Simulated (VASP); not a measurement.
# Sb2Se3 (C2/m) in VASP: single point with PBEsol

Aim: the single point of Sb2Se3 with PBEsol.

Everything below comes from runs of VASP 6.6.1. Logs are shortened: lines on timing, memory, paths and dates and some standing lists are left out, and cuts for length are marked.

## Step 1: The cell of the first run

It takes space group C2/m (No. 12, monoclinic). Conventional cell: a = 14.214 Å, b = 3.983 Å, c = 9.786 Å, α = 90.00°, β = 95.14°, γ = 90.00°. Sb (site symmetry m) has 5 Se at 2.65 to 3.22 Å and 1 Sb at 3.48 Å within 3.5 Å. Within 3.6 Å of Sb (site symmetry m) lie 6 Se at 2.72 to 2.97 Å. Se (site symmetry m) has 3 Sb at 2.71 to 2.97 Å and 3 Se at 3.65 to 3.73 Å within 3.8 Å. Se (site symmetry m) has 5 Sb at 2.65 to 3.22 Å within 3.5 Å. Se (site symmetry m) has 3 Sb at 2.72 to 2.80 Å and 12 Se at 3.71 to 4.09 Å within 4.1 Å.

## Step 2: Single point, PBEsol

File INCAR:

```
SYSTEM = Sb2Se3
  PREC = Accurate
  ENCUT = 520
  EDIFF = 1E-7
  ISMEAR = -1
  SIGMA = 0.1
  LREAL = .False.
  LASPH = .True.
  NELM = 60
  ALGO = Normal
  ISIF = 2
  LWAVE = .False.
  LCHARG = .False.
  GGA = PS
  NBANDS = 39
```

File KPOINTS:

```
regular mesh
0
Gamma
  7 7 3
  0 0 0
```

File POSCAR:

```
Sb2Se3
1.0
    0.0000000000      3.9830990000      0.0000000000
    7.1072340000     -1.9915490000      0.0000000000
    0.8767270000      0.0000000000     -9.7466970000
Sb Se
4 6
Direct
    0.6121100000      0.2242200000      0.5583100000
    0.3878900000      0.7757800000      0.4416900000
    0.2033800000      0.4067600000      0.8587100000
    0.7966200000      0.5932400000      0.1412900000
    0.0292900000      0.0585800000      0.7128600000
    0.9707100000      0.9414200000      0.2871400000
    0.7784800000      0.5569600000      0.6602100000
    0.2215200000      0.4430400000      0.3397900000
    0.3739500000      0.7479000000      0.9647000000
    0.6260500000      0.2521000000      0.0353000000
```

Potentials or basis: VASP PAW PBE potentials, release 64 (Sb, Se).

Started as:

```bash
cat potpaw_PBE.64/Sb/POTCAR potpaw_PBE.64/Se/POTCAR > POTCAR
mpirun -np 1 vasp_std > vasp.out
```

OUTCAR:

```text
SYSTEM = Sb2Se3
   PREC = Accurate
   ENCUT = 520
   EDIFF = 1E-7
   ISMEAR = -1
   LREAL = .False.
   LASPH = .True.
   NELM = 60
   ISIF = 2
   GGA = PS

 ion  position               nearest neighbor table
   1  0.612  0.224  0.558-   7 2.65   5 2.71   5 2.71   8 3.22   8 3.22   2 3.48
   2  0.388  0.776  0.442-   8 2.65   6 2.71   6 2.71   7 3.22   7 3.22   1 3.48
   3  0.203  0.407  0.859-   9 2.72  10 2.80  10 2.80   7 2.92   7 2.92   5 2.97   4 3.75   4 3.75

   4  0.797  0.593  0.141-  10 2.72   9 2.80   9 2.80   8 2.92   8 2.92   6 2.97   3 3.75   3 3.75

   5  0.029  0.059  0.713-   1 2.71   1 2.71   3 2.97
   6  0.971  0.941  0.287-   2 2.71   2 2.71   4 2.97
   7  0.778  0.557  0.660-   1 2.65   3 2.92   3 2.92   2 3.22   2 3.22
   8  0.222  0.443  0.340-   2 2.65   4 2.92   4 2.92   1 3.22   1 3.22
   9  0.374  0.748  0.965-   3 2.72   4 2.80   4 2.80
  10  0.626  0.252  0.035-   4 2.72   3 2.80   3 2.80

  LATTYP: Found a base centered monoclinic cell.
 ALAT       =    14.2144680000
 B/A-ratio  =     0.2802144266
 C/A-ratio  =     0.6884569214
 COS(beta)  =    -0.0895894769

  Lattice vectors:

 A1 = (  -7.1072340000,  -1.9915500000,   0.0000000000)
 A2 = (  -7.1072340000,   1.9915490000,   0.0000000000)
 A3 = (   0.8767270000,   0.0000000000,  -9.7466970000)

Analysis of symmetry for initial positions (statically):
=====================================================================
 Subroutine PRICEL returns:
 Original cell was already a primitive cell.

 Routine SETGRP: Setting up the symmetry group for a
 base centered monoclinic supercell.

 Subroutine GETGRP returns: Found  4 space group operations
 (whereof  4 operations were pure point group operations)
 out of a pool of  4 trial point group operations.

The static configuration has the point symmetry C_2h.

Analysis of symmetry for dynamics (positions and initial velocities):
=====================================================================
 Subroutine PRICEL returns:
 Original cell was already a primitive cell.

 Routine SETGRP: Setting up the symmetry group for a
 base centered monoclinic supercell.

 Subroutine GETGRP returns: Found  4 space group operations
 (whereof  4 operations were pure point group operations)
 out of a pool of  4 trial point group operations.

The dynamic configuration has the point symmetry C_2h.

 Subroutine INISYM returns: Found  4 space group operations
 (whereof  4 operations are pure point group operations),
 and found     1 'primitive' translations

----------------------------------------------------------------------------------------

                                     Primitive cell

  volume of cell :     275.9175

  direct lattice vectors                    reciprocal lattice vectors
     0.000000000  3.983099000  0.000000000     0.070350839  0.251060795  0.006328142
     7.107234000 -1.991549000  0.000000000     0.140701713  0.000000000  0.012656287
     0.876727000  0.000000000 -9.746697000     0.000000000  0.000000000 -0.102598860

  length of vectors
     3.983099000  7.380991976  9.786048878     0.260807992  0.141269790  0.102598860

  position of ions in fractional coordinates (direct lattice)
     0.612110000  0.224220000  0.558310000
     0.387890000  0.775780000  0.441690000
     0.203380000  0.406760000  0.858710000
     0.796620000  0.593240000  0.141290000
     0.029290000  0.058580000  0.712860000
     0.970710000  0.941420000  0.287140000
     0.778480000  0.556960000  0.660210000
     0.221520000  0.443040000  0.339790000
     0.373950000  0.747900000  0.964700000
     0.626050000  0.252100000  0.035300000

  ion indices of the primitive-cell ions
   primitive index   ion index
                 1           1
                 2           2
                 3           3
                 4           4
                 5           5
                 6           6
                 7           7
                 8           8
                 9           9
                10          10

----------------------------------------------------------------------------------------

 KPOINTS: regular mesh

Automatic generation of k-mesh.
 Grid dimensions read from file:
 generate k-points for:    7    7    3

 Generating k-lattice:

  Cartesian coordinates                     Fractional coordinates (reciprocal lattice)
     0.010050120  0.035865828  0.000904020     0.142857143  0.000000000  0.000000000
     0.020100245  0.000000000  0.001808041     0.000000000  0.142857143  0.000000000
     0.000000000  0.000000000 -0.034199620     0.000000000  0.000000000  0.333333333

  Length of vectors
     0.037258285  0.020181399  0.034199620

  Shift w.r.t. Gamma in fractional coordinates (k-lattice)
     0.000000000  0.000000000  0.000000000

 Subroutine IBZKPT returns following result:
 ===========================================

 Found     44 irreducible k-points:

 Following reciprocal coordinates:
            Coordinates               Weight
  0.000000  0.000000  0.000000      1.000000
  0.142857  0.000000 -0.000000      4.000000
  0.285714 -0.000000  0.000000      4.000000
  0.428571 -0.000000  0.000000      4.000000
  0.000000  0.142857 -0.000000      2.000000
  0.142857  0.142857 -0.000000      4.000000
[... 16 lines left out ...]
 -0.142857  0.000000  0.333333      4.000000
  0.000000  0.142857  0.333333      2.000000
 [... further k-points ...]
   k-points           NKPTS =     44   k-points in BZ     NKDIM =     44   number of bands    NBANDS=     39
   number of dos      NEDOS =    301   number of ions     NIONS =     10
   total plane-waves  NPLWV = 134400
   dimension x,y,z NGX =    30 NGY =   56 NGZ =   80
   dimension x,y,z NGXF=    60 NGYF=  112 NGZF=  160
   ions per type =               4   6
   NGX,Y,Z   is equivalent  to a cutoff of  12.52, 12.61, 13.59 a.u.
   NGXF,Y,Z  is equivalent  to a cutoff of  25.04, 25.23, 27.18 a.u.
 SYSTEM =  Sb2Se3
   PREC   = accura    normal or accurate (medium, high low for compatibility)
   ISTART =      0    job   : 0-new  1-cont  2-samecut
   ICHARG =      2    charge: 1-file 2-atom 10-const
   ISPIN  =      1    spin polarized calculation?
   LNONCOLLINEAR =      F non collinear calculations
   LSORBIT =      F    spin-orbit coupling
   LASPH  =      T    aspherical Exc in radial PAW
   ENCUT  =  520.0 eV  38.22 Ry    6.18 a.u.   7.41 13.72 18.20*2*pi/ulx,y,z
   NELM   =     60;   NELMIN=  2; NELMDL= -5     # of ELM steps
   EDIFF  = 0.1E-06   stopping-criterion for ELM
   LREAL  =      F    real-space projection
   EDIFFG = 0.1E-05   stopping-criterion for IOM
   NSW    =      0    number of steps for IOM
   IBRION =     -1    ionic relax: 0-MD 1-quasi-New 2-CG
   NFREE  =      0    steps in history (QN), initial steepest desc. (CG)
   ISIF   =      2    stress and relaxation
   ISYM   =      2    0-nonsym 1-usesym 2-fastsym
   POTIM  = 0.5000    time-step for ionic-motion
   TEBEG  =    0.0;   TEEND  =   0.0 temperature during run
   PSTRESS=    0.0 pullay stress
   NELECT =      56.0000    total number of electrons
   NUPDOWN=      -1.0000    fix difference up-down
   EMIN   =  10.00;   EMAX   =-10.00  energy-range for DOS
   EFERMI =   0.00;   METHOD = LEGACY
   ISMEAR =    -1;   SIGMA  =   0.10  broadening in eV -4-tet -1-fermi 0-gaus
   EFERMI_NEDOS =   21; number of points for ismear=-14 and -15
   IALGO  =     38    algorithm
   IMIX   =      4    mixing-type and parameters
     AMIX     =   0.40;   BMIX     =  1.00
     AMIX_MAG =   1.60;   BMIX_MAG =  1.00
  volume/ion in A,a.u.               =      27.59       186.20
  Fermi-wavevector in a.u.,A,eV,Ry     =   0.962080  1.818067 12.593520  0.925598
  Thomas-Fermi vector in A             =   2.091508
   LORBIT       =      0    0 simple, 1 ext, 2 COOP (PROOUT), +10 PAW based schemes
   GGA     = PS    functional components
   LHFCALC =     F    Hartree Fock is set to
   AEXX    =    0.0000 exact exchange contribution
   IVDW    =     0    specifies the selected vdW correction
   LEPSILON=     F    determine dielectric tensor
   LRPA    =     F    only Hartree local field effects (RPA)
 non-spin polarized calculation
  energy-cutoff  :      520.00
  volume of cell :      275.92
 maximum number of plane-waves:      7466
 NGX is ok and might be reduce to    30
   NGX = 15   NGY = 27   NGZ = 37

 number of electron      56.0000000 magnetization

 Free energy of the ion-electron system (eV)
  ---------------------------------------------------
  ext. energy  EPLUGINS =         0.00000000
  ---------------------------------------------------
  free energy    TOTEN  =       -43.74801976 eV

  energy without entropy =      -43.73840462  energy(sigma->0) =      -43.74321219

 E-fermi :   4.8966     XC(G=0):  -9.4251

 val. band max:        4.5210847836   @ k =   0.0000   0.1429   0.3333
 cond. band min:       5.1343145449   @ k =   0.0000   0.0000   0.3333
 fundamental gap:      0.6132297614
 Fermi energy:         4.8965636936

 k-point     1 :       0.0000    0.0000    0.0000
  band No.  band energies     occupation
      1      -9.8533      2.00000
      2      -9.0758      2.00000
      3      -8.9029      2.00000
      4      -8.2723      2.00000
      5      -8.1579      2.00000
      6      -7.9822      2.00000
[... 31 lines left out ...]
     38       7.2658      0.00000
     39       7.5463      0.00000

 k-point     2 :       0.1429    0.0000   -0.0000
  band No.  band energies     occupation
      1      -9.7080      2.00000
      2      -8.9644      2.00000
      3      -8.7917      2.00000
      4      -8.2255      2.00000
      5      -8.1040      2.00000
      6      -7.9253      2.00000
[... 913 lines left out ...]
     38       7.7873      0.00000
     39       8.2766      0.00000

 k-point    24 :       0.0000    0.1429    0.3333
  band No.  band energies     occupation
      1      -9.7190      2.00000
      2      -9.3986      2.00000
      3      -8.6991      2.00000
      4      -8.3410      2.00000
      5      -8.1176      2.00000
      6      -7.9599      2.00000
[... 31 lines left out ...]
     38       7.6576      0.00000
     39       7.9047      0.00000

 [... further k-points ...]
[... 5 lines left out ...]
  --------------------------------------------------------------------------------------
  -------------------------------------------------------------------------------------
  Total       -0.9398239     -0.0466075      0.8390522     -0.0000001     -0.0000001     -1.1450576
  in kB       -5.4573009     -0.2706368      4.8721470     -0.0000004     -0.0000004     -6.6490365
  external PRESSURE =      -0.2852636 kB  Pullay stress =       0.0000000 kB

 VOLUME and BASIS-vectors are now :
 -----------------------------------------------------------------------------
  energy-cutoff  :      520.00
  volume of cell :      275.92
      direct lattice vectors                 reciprocal lattice vectors
     0.000000000  3.983099000  0.000000000     0.070350839  0.251060795  0.006328142
     7.107234000 -1.991549000  0.000000000     0.140701713  0.000000000  0.012656287
     0.876727000  0.000000000 -9.746697000     0.000000000  0.000000000 -0.102598860

 POSITION                                       TOTAL-FORCE (eV/Angst)
 -----------------------------------------------------------------------------------
      2.08307      1.99155     -5.44168        -0.000817      0.000000      0.392936
      5.90089      0.00000     -4.30502         0.000817     -0.000000     -0.392936
      3.64379      0.00000     -8.36959        -0.159446     -0.000000     -0.084697
      4.34017      1.99155     -1.37711         0.159446      0.000000      0.084697
      1.04133      0.00000     -6.94803        -0.005744     -0.000000     -0.085719
      6.94264      1.99155     -2.79867         0.005744      0.000000      0.085719
      4.53727      1.99155     -6.43487         0.058179      0.000000      0.116162
      3.44669      0.00000     -3.31183        -0.058179     -0.000000     -0.116162
      6.16128      0.00000     -9.40264         0.049155      0.000000     -0.025267
      1.82268      1.99155     -0.34406        -0.049155     -0.000000      0.025267
 -----------------------------------------------------------------------------------
    total drift:                                0.000000     -0.000000     -0.000000

  FREE ENERGIE OF THE ION-ELECTRON SYSTEM (eV)
  ---------------------------------------------------
  free  energy   TOTEN  =       -43.7480197582 eV

  energy  without entropy=      -43.7384046219  energy(sigma->0) =      -43.74321219
```

It took 5.7 min on 1 thread of Oxide Virtual Turin-like, shared host; peak memory 0.55 GiB.

Results:

```
Free energy            : -43.7480 eV
Pressure               : 0.0 GPa
Largest force          : 0.393 eV/Å
Band gap on the k mesh : 0.61 eV
```

Forces in eV/Å, atoms in the order of the input:
```
Sb  -0.001  0.000  0.393
Sb   0.001  0.000 -0.393
Sb  -0.159  0.000 -0.085
Sb   0.159  0.000  0.085
Se  -0.006  0.000 -0.086
Se   0.006  0.000  0.086
Se   0.058  0.000  0.116
Se  -0.058  0.000 -0.116
Se   0.049  0.000 -0.025
Se  -0.049  0.000  0.025
```

Levels at points of the mesh, in eV from the valence-band top:
```tsv
k point	band 24	band 25	band 26	band 27	band 28	band 29	band 30	band 31	band 32	band 33
(0.00, 0.00, 0.00)	-1.25	-1.24	-0.88	-0.35	-0.21	0.90	1.64	1.83	2.18	2.27
```

Caveat: semilocal functionals underestimate gaps, and a narrow one can read as zero; the PAW data sets were made with another functional, which shifts forces and pressure a little; spin-orbit coupling is left out, which moves the levels of the heavy elements. A k mesh can miss the band edges.
